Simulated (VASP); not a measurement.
# MnO2 (P4_2/mnm) in VASP: single point with PBE+U

Aim: the single point of MnO2 with PBE+U.

Program: VASP 6.6.1. These are calculated values, not measurements. Logs are shortened: lines on timing, memory, paths and dates and some standing lists are left out, and cuts for length are marked.

**1. The cell of the first run**

Symmetry: P4_2/mnm, No. 136, tetragonal system. Conventional cell: a = 4.396 Å, b = 4.396 Å, c = 2.871 Å, α = 90.00°, β = 90.00°, γ = 90.00°. Within 2.5 Å of Mn (site symmetry mmm) lie 6 O at 1.88 to 1.89 Å. Within 2.5 Å of O (site symmetry m2m) lie 3 Mn at 1.88 to 1.89 Å and 1 O at 2.46 Å.

**2. Single point, PBE+U, non-collinear spin, typed start, spin-orbit coupling**

INCAR reads:

```
SYSTEM = MnO2
ALGO = Normal
EDIFF = 1E-6
ENCUT = 520
GGA = PE
GGA_COMPAT = .FALSE.
ISIF = 2
ISMEAR = 0
LASPH = .TRUE.
LCHARG = .TRUE.
LDAU = .TRUE.
LDAUJ = 0 0
LDAUL = 2 -1
LDAUPRINT = 1
LDAUTYPE = 2
LDAUU = 1 0
LMAXMIX = 4
LORBIT = 11
LORBMOM = .TRUE.
LREAL = .FALSE.
LSORBIT = .TRUE.
LVHAR = .TRUE.
LWAVE = .FALSE.
MAGMOM = 2.121 2.121 0 2.121 2.121 0 0 0 0 0 0 0 0 0 0 0 0 0
NBANDS = 66
NELM = 150
PREC = Accurate
SIGMA = 0.05
```

KPOINTS reads:

```
k-points
0
G
  4 4 7
  0 0 0
```

POSCAR reads:

```
MnO2
1.0
    4.3959987700      0.0000000000      0.0000000000
    0.0000000000      4.3959987700      0.0000000000
    0.0000000000      0.0000000000      2.8709991900
Mn O
2 4
Direct
    0.0000000000      0.0000000000      0.0000000000
    0.5000000000      0.5000000000      0.5000000000
    0.3020000000      0.3020000000      0.0000000000
    0.1980000000      0.8020000000      0.5000000000
    0.6980000000      0.6980000000      0.0000000000
    0.8020000000      0.1980000000      0.5000000000
```

Potentials or basis: VASP PAW PBE potentials, release 64 (Mn_pv, O).

Command:

```bash
cat potpaw_PBE.64/Mn_pv/POTCAR potpaw_PBE.64/O/POTCAR > POTCAR
mpirun -np 1 vasp_ncl > vasp.out
```

OUTCAR:

```text
SYSTEM = MnO2
   EDIFF = 1E-6
   ENCUT = 520
   GGA = PE
   ISIF = 2
   ISMEAR = 0
   LASPH = .TRUE.
   LORBIT = 11
   LREAL = .FALSE.
   LSORBIT = .TRUE.
   NELM = 150
   PREC = Accurate

 ion  position               nearest neighbor table
   1  0.000  0.000  0.000-   3 1.88   5 1.88   4 1.89   6 1.89   4 1.89   6 1.89
   2  0.500  0.500  0.500-   4 1.88   6 1.88   5 1.89   3 1.89   3 1.89   5 1.89
   3  0.302  0.302  0.000-   1 1.88   2 1.89   2 1.89
   4  0.198  0.802  0.500-   2 1.88   1 1.89   1 1.89
   5  0.698  0.698  0.000-   1 1.88   2 1.89   2 1.89
   6  0.802  0.198  0.500-   2 1.88   1 1.89   1 1.89

  LATTYP: Found a simple tetragonal cell.
 ALAT       =     4.3959987700
 C/A-ratio  =     0.6530937200

  Lattice vectors:

 A1 = (   4.3959987700,   0.0000000000,   0.0000000000)
 A2 = (   0.0000000000,   4.3959987700,   0.0000000000)
 A3 = (   0.0000000000,   0.0000000000,   2.8709991900)

Analysis of symmetry for initial positions (statically):
=====================================================================
 Subroutine PRICEL returns:
 Original cell was already a primitive cell.

 Routine SETGRP: Setting up the symmetry group for a
 simple tetragonal supercell.

 Subroutine GETGRP returns: Found 16 space group operations
 (whereof  8 operations were pure point group operations)
 out of a pool of 16 trial point group operations.

The static configuration has the point symmetry D_2h.
 The point group associated with its full space group is D_4h.

Analysis of symmetry for dynamics (positions and initial velocities):
=====================================================================
 Subroutine PRICEL returns:
 Original cell was already a primitive cell.

 Routine SETGRP: Setting up the symmetry group for a
 simple tetragonal supercell.

 Subroutine GETGRP returns: Found 16 space group operations
 (whereof  8 operations were pure point group operations)
 out of a pool of 16 trial point group operations.

The dynamic configuration has the point symmetry D_2h.
 The point group associated with its full space group is D_4h.

Analysis of structural, dynamic, and magnetic symmetry:
=====================================================================
 Subroutine PRICEL returns:
 Original cell was already a primitive cell.

 Routine SETGRP: Setting up the symmetry group for a
 simple tetragonal supercell.

 Subroutine GETGRP returns: Found  4 space group operations
 (whereof  4 operations were pure point group operations)
 out of a pool of 16 trial point group operations.

The overall configuration has the point symmetry C_2h.
[... 1869 lines left out ...]
 ----------------------------------------
  1        -0.000  -0.012  -0.012
  2        -0.000  -0.014  -0.014
  3         0.002   0.000   0.002
  4         0.002   0.000   0.002
  5         0.002   0.000   0.002
  6         0.002   0.000   0.002
 ----------------------------------------
            0.006  -0.026  -0.020

 orbital moment (y)

 # of ion     p       d       tot
 ----------------------------------------
  1        -0.000  -0.012  -0.012
  2        -0.000  -0.014  -0.014
  3         0.002   0.000   0.002
  4         0.002   0.000   0.002
  5         0.002   0.000   0.002
  6         0.002   0.000   0.002
 ----------------------------------------
            0.006  -0.026  -0.020

 orbital moment (z)

 # of ion     p       d       tot
 ----------------------------------------
  1        -0.000   0.000   0.000
  2         0.000   0.000   0.000
  3        -0.000   0.000  -0.000
  4        -0.000   0.000  -0.000
  5        -0.000   0.000  -0.000
  6         0.000   0.000   0.000
 ----------------------------------------
           -0.000   0.000   0.000

 Spin-Orbit-Coupling matrix elements

 Ion:    1  E_soc:     -0.0258577
 l=   1
     0.0000000    -0.0033376    -0.0033453
    -0.0033376     0.0000000    -0.0033376
    -0.0033453    -0.0033376     0.0000000
 l=   2
     0.0000000    -0.0001171     0.0000000    -0.0001171    -0.0010084
    -0.0001171     0.0000000    -0.0006404    -0.0001615    -0.0001117
     0.0000000    -0.0006404     0.0000000    -0.0006404     0.0000000
    -0.0001171    -0.0001615    -0.0006404     0.0000000    -0.0001117
    -0.0010084    -0.0001117     0.0000000    -0.0001117     0.0000000
 l=   3
     0.0000000     0.0000000     0.0000000     0.0000000     0.0000000     0.0000000     0.0000000
     0.0000000     0.0000000     0.0000000     0.0000000     0.0000000     0.0000000     0.0000000
     0.0000000     0.0000000     0.0000000     0.0000000     0.0000000     0.0000000     0.0000000
     0.0000000     0.0000000     0.0000000     0.0000000     0.0000000     0.0000000     0.0000000
[... 89 lines left out ...]
 l=   2
     0.0000000     0.0000000     0.0000000     0.0000000     0.0000000
     0.0000000     0.0000000     0.0000000     0.0000000     0.0000000
     0.0000000     0.0000000     0.0000000     0.0000000     0.0000000
     0.0000000     0.0000000     0.0000000     0.0000000     0.0000000
     0.0000000     0.0000000     0.0000000     0.0000000     0.0000000
 l=   3
     0.0000000     0.0000000     0.0000000     0.0000000     0.0000000     0.0000000     0.0000000
     0.0000000     0.0000000     0.0000000     0.0000000     0.0000000     0.0000000     0.0000000
     0.0000000     0.0000000     0.0000000     0.0000000     0.0000000     0.0000000     0.0000000
     0.0000000     0.0000000     0.0000000     0.0000000     0.0000000     0.0000000     0.0000000
     0.0000000     0.0000000     0.0000000     0.0000000     0.0000000     0.0000000     0.0000000
     0.0000000     0.0000000     0.0000000     0.0000000     0.0000000     0.0000000     0.0000000
     0.0000000     0.0000000     0.0000000     0.0000000     0.0000000     0.0000000     0.0000000

 total charge

# of ion       s       p       d       tot
------------------------------------------
    1        0.355   6.470   4.878  11.703
    2        0.355   6.470   4.878  11.703
    3        1.568   3.472   0.000   5.040
    4        1.568   3.472   0.000   5.040
    5        1.568   3.472   0.000   5.040
    6        1.568   3.472   0.000   5.040
--------------------------------------------------
tot          6.984  26.826   9.755  43.566

 magnetization (x)

# of ion       s       p       d       tot
------------------------------------------
    1        0.013   0.021   1.927   1.960
    2        0.012   0.020   1.927   1.960
    3        0.000   0.047   0.000   0.047
    4        0.000   0.047   0.000   0.047
    5        0.000   0.047   0.000   0.047
    6        0.000   0.047   0.000   0.047
--------------------------------------------------
tot          0.025   0.228   3.854   4.107

 magnetization (y)

# of ion       s       p       d       tot
------------------------------------------
    1        0.013   0.021   1.927   1.960
    2        0.012   0.020   1.927   1.960
    3        0.000   0.047   0.000   0.047
    4        0.000   0.047   0.000   0.047
    5        0.000   0.047   0.000   0.047
    6        0.000   0.047   0.000   0.047
--------------------------------------------------
tot          0.025   0.228   3.854   4.107

 magnetization (z)

# of ion       s       p       d       tot
------------------------------------------
    1        0.000   0.000   0.000   0.000
    2        0.000   0.000   0.000   0.000
    3        0.000   0.000   0.000   0.000
    4        0.000   0.000   0.000   0.000
    5        0.000   0.000   0.000   0.000
    6       -0.000   0.000   0.000   0.000
--------------------------------------------------
tot          0.000   0.000   0.000   0.000
```

OSZICAR:

```text
N       E                     dE             d eps       ncg     rms          rms(c)
DAV:   1     0.721859493576E+03    0.72186E+03   -0.26929E+04  5020   0.185E+03
DAV:   2     0.325885910525E+02   -0.68927E+03   -0.62756E+03  5164   0.557E+02
DAV:   3    -0.582962931228E+02   -0.90885E+02   -0.86514E+02  5316   0.210E+02
[... 33 lines left out ...]
DAV:  37    -0.462375543388E+02    0.10584E-05   -0.35303E-05  4606   0.471E-02    0.309E-03
DAV:  38    -0.462375544826E+02   -0.14382E-06   -0.26098E-05  4600   0.412E-02    0.326E-03
DAV:  39    -0.462375543974E+02    0.85197E-07   -0.25535E-05  4622   0.412E-02    0.317E-03
DAV:  40    -0.462375540430E+02    0.35440E-06   -0.16164E-05  4622   0.328E-02    0.265E-03
DAV:  41    -0.462375536395E+02    0.40351E-06   -0.99150E-06  4612   0.271E-02
   1 F= -.46237554E+02 E0= -.46237358E+02  d E =-.390474E-03  mag=     4.2431     4.2431    -0.0000
```

stdout:

```text
POSCAR found type information on POSCAR MnO
 POSCAR found :  2 types and       6 ions
 scaLAPACK will be used
 LDA part: xc-table for (Slater+PW92), standard interpolation
 POSCAR, INCAR and KPOINTS ok, starting setup
 FFT: planning ... GRIDC
 FFT: planning ... GRID_SOFT
 FFT: planning ... GRID
 WAVECAR not read
 entering main loop
```

Wall time 19 min (1 thread of Intel Xeon 8259CL, shared host); peak memory 0.43 GiB.

What came out:

```yaml
Free_energy: -46.2376 eV
Pressure: 7.5 GPa
Largest_force: 0.449 eV/Å
Net_moment: 6.00 μB per cell
Valence_electrons_inside_the_program's_atomic_spheres: Mn 11.70; O 5.04
```

Forces in eV/Å, atoms in the order of the input:
```
Mn   0.000  0.000  0.000
Mn   0.000  0.000  0.000
O    0.318  0.318  0.000
O   -0.317  0.317  0.000
O   -0.318 -0.318  0.000
O    0.317 -0.317  0.000
```

Stress tensor (GPa, compression positive):
```
8.04 0.00 0.00
0.00 8.04 0.00
0.00 0.00 6.31
```

Moments on the atoms (μB; x, y, z):
```
Mn  1.96 1.96 0.00
Mn  1.96 1.96 0.00
O   0.05 0.05 0.00
O   0.05 0.05 0.00
O   0.05 0.05 0.00
O   0.05 0.05 0.00
```

Caveat: the cell stands under pressure.
